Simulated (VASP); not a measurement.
# Sn (P6_3/mmc) in VASP: single point with LDA

Aim: the single point of Sn with LDA.

Program: VASP 6.6.1. These are calculated values, not measurements. Logs are shortened: lines on timing, memory, paths and dates and some standing lists are left out, and cuts for length are marked.

### Step 1. The cell of the first run

It takes space group P6_3/mmc (No. 194, hexagonal). The conventional cell has a = 3.286 Å, b = 3.286 Å, c = 5.468 Å, α = 90.00°, β = 90.00°, γ = 120.00°. Within 4.3 Å of Sn (site symmetry -6m2) lie 12 Sn at 3.29 to 3.33 Å.

### Step 2. Single point, LDA, non-collinear spin, zero start, spin-orbit coupling

Input file INCAR:

```
PREC     = Accurate       # precision mode
ENCUT    = 520            # plane-wave cutoff, eV
EDIFF    = 1E-6           # SCF threshold, eV
ISMEAR   = -1             # smearing method
SIGMA    = 0.1            # smearing width, eV
LREAL    = False          # projectors in reciprocal space
LASPH    = True           # aspherical terms in the spheres
NELM     = 150            # most SCF steps
ALGO     = Normal         # electronic algorithm
ISIF     = 2              # what is computed and relaxed
LWAVE    = False          # write WAVECAR
LCHARG   = False          # write CHGCAR
MAGMOM   = 0 0 0 0 0 0    # initial moments
LORBIT   = 11             # projections on sites
LSORBIT  = True           # spin-orbit coupling
GGA_COMPAT= False        
LORBMOM  = True         
GGA      = CA             # functional
NBANDS   = 40             # bands
```

Input file KPOINTS:

```
regular mesh
0
Gamma
  11 11 6
```

Input file POSCAR:

```
Sn
1.0
    3.2864412422      0.0000000000      0.0000000000
   -1.6432206211      2.8461416038      0.0000000000
    0.0000000000      0.0000000000      5.4682625529
Sn
2
Direct
    0.3333333333      0.6666666667      0.2500000000
    0.6666666667      0.3333333333      0.7500000000
```

Potentials or basis: VASP PAW LDA potentials, release 64 (Sn_d).

On the command line:

```console
$ cat potpaw_LDA.64/Sn_d/POTCAR > POTCAR
$ mpirun -np 1 vasp_ncl > vasp.out
```

OUTCAR:

```text
PREC = Accurate
   ENCUT = 520
   EDIFF = 1E-6
   ISMEAR = -1
   LREAL = False
   LASPH = True
   NELM = 150
   ISIF = 2
   LORBIT = 11
   LSORBIT = True
   GGA = CA

 ion  position               nearest neighbor table
   1  0.333  0.667  0.250-   2 3.33   2 3.33   2 3.33   2 3.33   2 3.33   2 3.33
   2  0.667  0.333  0.750-   1 3.33   1 3.33   1 3.33   1 3.33   1 3.33   1 3.33

  LATTYP: Found a hexagonal cell.
 ALAT       =     3.2864412422
 C/A-ratio  =     1.6638856897

  Lattice vectors:

 A1 = (   3.2864412422,   0.0000000000,   0.0000000000)
 A2 = (  -1.6432206211,   2.8461416038,   0.0000000000)
 A3 = (   0.0000000000,   0.0000000000,   5.4682625529)

Analysis of symmetry for initial positions (statically):
=====================================================================
 Subroutine PRICEL returns:
 Original cell was already a primitive cell.

 Routine SETGRP: Setting up the symmetry group for a
 hexagonal supercell.

 Subroutine GETGRP returns: Found 24 space group operations
 (whereof 12 operations were pure point group operations)
 out of a pool of 24 trial point group operations.

The static configuration has the point symmetry D_3d.
 The point group associated with its full space group is D_6h.

Analysis of symmetry for dynamics (positions and initial velocities):
=====================================================================
 Subroutine PRICEL returns:
 Original cell was already a primitive cell.

 Routine SETGRP: Setting up the symmetry group for a
 hexagonal supercell.

 Subroutine GETGRP returns: Found 24 space group operations
 (whereof 12 operations were pure point group operations)
 out of a pool of 24 trial point group operations.

The dynamic configuration has the point symmetry D_3d.
 The point group associated with its full space group is D_6h.

Analysis of structural, dynamic, and magnetic symmetry:
=====================================================================
 Subroutine PRICEL returns:
 Original cell was already a primitive cell.

 Routine SETGRP: Setting up the symmetry group for a
 hexagonal supercell.

 Subroutine GETGRP returns: Found 24 space group operations
 (whereof 12 operations were pure point group operations)
 out of a pool of 24 trial point group operations.

The overall configuration has the point symmetry D_3d.
 The point group associated with its full space group is D_6h.

 Subroutine INISYM returns: Found 24 space group operations
 (whereof 12 operations are pure point group operations),
 and found     1 'primitive' translations

----------------------------------------------------------------------------------------

                                     Primitive cell

  volume of cell :      51.1484

  direct lattice vectors                    reciprocal lattice vectors
     3.286441242  0.000000000  0.000000000     0.304280505  0.175676431  0.000000000
    -1.643220621  2.846141604  0.000000000     0.000000000  0.351352863  0.000000000
     0.000000000  0.000000000  5.468262553     0.000000000  0.000000000  0.182873443

  length of vectors
     3.286441242  3.286441242  5.468262553     0.351352863  0.351352863  0.182873443

  position of ions in fractional coordinates (direct lattice)
     0.333333333  0.666666667  0.250000000
     0.666666667  0.333333333  0.750000000

  ion indices of the primitive-cell ions
   primitive index   ion index
                 1           1
                 2           2

----------------------------------------------------------------------------------------

 KPOINTS: regular mesh

Automatic generation of k-mesh.
 Grid dimensions read from file:
 generate k-points for:   11   11    6

 Generating k-lattice:

  Cartesian coordinates                     Fractional coordinates (reciprocal lattice)
     0.027661864  0.015970585  0.000000000     0.090909091  0.000000000  0.000000000
     0.000000000  0.031941169  0.000000000     0.000000000  0.090909091  0.000000000
     0.000000000  0.000000000  0.030478907     0.000000000  0.000000000  0.166666667

  Length of vectors
     0.031941169  0.031941169  0.030478907

  Shift w.r.t. Gamma in fractional coordinates (k-lattice)
     0.000000000  0.000000000  0.000000000

 Subroutine IBZKPT returns following result:
 ===========================================

 Found     64 irreducible k-points:

 Following reciprocal coordinates:
[... 54 lines left out ...]
   PSTRESS=    0.0 pullay stress
   NELECT =      28.0000    total number of electrons
   NUPDOWN=      -1.0000    fix difference up-down
   EMIN   =  10.00;   EMAX   =-10.00  energy-range for DOS
   EFERMI =   0.00;   METHOD = LEGACY
   ISMEAR =    -1;   SIGMA  =   0.10  broadening in eV -4-tet -1-fermi 0-gaus
   EFERMI_NEDOS =   21; number of points for ismear=-14 and -15
   IALGO  =     38    algorithm
   IMIX   =      4    mixing-type and parameters
     AMIX     =   0.40;   BMIX     =  1.00
     AMIX_MAG =   1.60;   BMIX_MAG =  1.00
  volume/ion in A,a.u.               =      25.57       172.58
  Fermi-wavevector in a.u.,A,eV,Ry     =   1.339215  2.530749 24.402001  1.793496
  Thomas-Fermi vector in A             =   2.467624
   LORBIT       =     11    0 simple, 1 ext, 2 COOP (PROOUT), +10 PAW based schemes
   GGA     = CA    functional components
   LHFCALC =     F    Hartree Fock is set to
   AEXX    =    0.0000 exact exchange contribution
   IVDW    =     0    specifies the selected vdW correction
   LEPSILON=     F    determine dielectric tensor
   LRPA    =     F    only Hartree local field effects (RPA)
  energy-cutoff  :      520.00
  volume of cell :       51.15
 maximum number of plane-waves:      2796
   NGX = 13   NGY = 13   NGZ = 21

 number of electron      28.0000000 magnetization       0.0000000      0.0000000      0.0000000

 number of electron      27.9999998 magnetization      -0.0000000      0.0000000      0.0000000

 number of electron      27.9999998 magnetization       0.0000000     -0.0000000     -0.0000000

 Free energy of the ion-electron system (eV)
  ---------------------------------------------------
  ext. energy  EPLUGINS =         0.00000000
  ---------------------------------------------------
  free energy    TOTEN  =        -9.04938170 eV

  energy without entropy =       -9.01922236  energy(sigma->0) =       -9.03430203

 E-fermi :   8.6083     XC(G=0): -10.8910

 val. band max:        8.5504594402   @ k =   0.3636   0.1818   0.0000
 cond. band min:       8.6148743865   @ k =   0.1818   0.1818   0.5000
 fundamental gap:      0.0644149463
 Fermi energy:         8.6083131445

 k-point     1 :       0.0000    0.0000    0.0000
  band No.  band energies     occupation
      1     -13.4574      1.00000
      2     -13.4574      1.00000
      3     -13.4534      1.00000
      4     -13.4534      1.00000
      5     -13.4502      1.00000
      6     -13.4502      1.00000
[... 1021 lines left out ...]
     39      18.0417      0.00000
     40      18.0417      0.00000

 [... further k-points ...]

------------------------ aborting loop because EDIFF is reached ----------------------------------------

  FORCE on cell =-STRESS in cart. coord.  units (eV):
  Direction    XX          YY          ZZ          XY          YZ          ZX
  --------------------------------------------------------------------------------------
  -------------------------------------------------------------------------------------
  Total        0.0099891      0.0099891     -0.0085398     -0.0000000      0.0000000      0.0000000
  in kB        0.3129010      0.3129010     -0.2675008     -0.0000000      0.0000000      0.0000000
  external PRESSURE =       0.1194337 kB  Pullay stress =       0.0000000 kB

 VOLUME and BASIS-vectors are now :
 -----------------------------------------------------------------------------
  energy-cutoff  :      520.00
  volume of cell :       51.15
      direct lattice vectors                 reciprocal lattice vectors
     3.286441242  0.000000000  0.000000000     0.304280505  0.175676431  0.000000000
    -1.643220621  2.846141604  0.000000000     0.000000000  0.351352863  0.000000000
     0.000000000  0.000000000  5.468262553     0.000000000  0.000000000  0.182873443

 POSITION                                       TOTAL-FORCE (eV/Angst)
 -----------------------------------------------------------------------------------
     -0.00000      1.89743      1.36707         0.000000      0.000000     -0.000000
      1.64322      0.94871      4.10120        -0.000000      0.000000      0.000000
 -----------------------------------------------------------------------------------
    total drift:                                0.000000      0.000000     -0.000000

  FREE ENERGIE OF THE ION-ELECTRON SYSTEM (eV)
  ---------------------------------------------------
  free  energy   TOTEN  =        -9.0493817001 eV

  energy  without entropy=       -9.0192223575  energy(sigma->0) =       -9.03430203

 orbital moment (x)

 # of ion     p       d       tot
 ----------------------------------------
  1         0.000   0.000   0.000
  2         0.000   0.000   0.000
 ----------------------------------------
            0.000   0.000   0.000

 orbital moment (y)

 # of ion     p       d       tot
 ----------------------------------------
  1         0.000  -0.000   0.000
  2        -0.000  -0.000  -0.000
 ----------------------------------------
            0.000  -0.000   0.000

 orbital moment (z)

 # of ion     p       d       tot
 ----------------------------------------
  1         0.000   0.000   0.000
  2         0.000   0.000   0.000
 ----------------------------------------
            0.000   0.000   0.000

 Spin-Orbit-Coupling matrix elements

 Ion:    1  E_soc:     -0.1137735
 l=   1
     0.0000000    -0.0126310    -0.0125428
    -0.0126310     0.0000000    -0.0126310
    -0.0125428    -0.0126310     0.0000000
 l=   2
     0.0000000    -0.0012674     0.0000000    -0.0012674    -0.0051006
    -0.0012674     0.0000000    -0.0038232    -0.0012653    -0.0012674
     0.0000000    -0.0038232     0.0000000    -0.0038232     0.0000000
    -0.0012674    -0.0012653    -0.0038232     0.0000000    -0.0012674
    -0.0051006    -0.0012674     0.0000000    -0.0012674     0.0000000
 l=   3
     0.0000000     0.0000000     0.0000000     0.0000000     0.0000000     0.0000000     0.0000000
     0.0000000     0.0000000     0.0000000     0.0000000     0.0000000     0.0000000     0.0000000
     0.0000000     0.0000000     0.0000000     0.0000000     0.0000000     0.0000000     0.0000000
     0.0000000     0.0000000     0.0000000     0.0000000     0.0000000     0.0000000     0.0000000
     0.0000000     0.0000000     0.0000000     0.0000000     0.0000000     0.0000000     0.0000000
     0.0000000     0.0000000     0.0000000     0.0000000     0.0000000     0.0000000     0.0000000
     0.0000000     0.0000000     0.0000000     0.0000000     0.0000000     0.0000000     0.0000000

 Ion:    2  E_soc:     -0.1137735
 l=   1
     0.0000000    -0.0126310    -0.0125428
    -0.0126310     0.0000000    -0.0126310
    -0.0125428    -0.0126310     0.0000000
 l=   2
     0.0000000    -0.0012674     0.0000000    -0.0012674    -0.0051006
    -0.0012674     0.0000000    -0.0038232    -0.0012653    -0.0012674
     0.0000000    -0.0038232     0.0000000    -0.0038232     0.0000000
    -0.0012674    -0.0012653    -0.0038232     0.0000000    -0.0012674
    -0.0051006    -0.0012674     0.0000000    -0.0012674     0.0000000
 l=   3
     0.0000000     0.0000000     0.0000000     0.0000000     0.0000000     0.0000000     0.0000000
     0.0000000     0.0000000     0.0000000     0.0000000     0.0000000     0.0000000     0.0000000
     0.0000000     0.0000000     0.0000000     0.0000000     0.0000000     0.0000000     0.0000000
     0.0000000     0.0000000     0.0000000     0.0000000     0.0000000     0.0000000     0.0000000
     0.0000000     0.0000000     0.0000000     0.0000000     0.0000000     0.0000000     0.0000000
     0.0000000     0.0000000     0.0000000     0.0000000     0.0000000     0.0000000     0.0000000
     0.0000000     0.0000000     0.0000000     0.0000000     0.0000000     0.0000000     0.0000000

 total charge

# of ion       s       p       d       tot
------------------------------------------
    1        1.306   0.929   9.981  12.216
    2        1.306   0.929   9.981  12.216
--------------------------------------------------
tot          2.612   1.859  19.961  24.432

 magnetization (x)

# of ion       s       p       d       tot
------------------------------------------
    1       -0.000   0.000   0.000  -0.000
    2       -0.000   0.000   0.000  -0.000
--------------------------------------------------
tot         -0.000   0.000   0.000  -0.000

 magnetization (y)

# of ion       s       p       d       tot
------------------------------------------
    1        0.000  -0.000  -0.000  -0.000
    2        0.000   0.000  -0.000   0.000
--------------------------------------------------
tot          0.000  -0.000  -0.000  -0.000

 magnetization (z)

# of ion       s       p       d       tot
------------------------------------------
    1       -0.000   0.000   0.000  -0.000
    2       -0.000   0.000   0.000  -0.000
--------------------------------------------------
tot         -0.000   0.000   0.000  -0.000
```

It took 2.7 min on 1 thread of Intel Xeon Platinum 8259CL at 2.50GHz (Skylake/Cascade Lake), shared host; peak memory 0.32 GiB.

What came out:

| Property | Result |
| --- | --- |
| Free energy | -9.0494 eV |
| Pressure | 0.0 GPa |
| Net moment | 0.00 μB per cell |
| Valence electrons inside the program's atomic spheres | Sn 12.22 |

Moments on the atoms (μB; x, y, z):
```
Sn  0.00 0.00 0.00
Sn  0.00 0.00 0.00
```
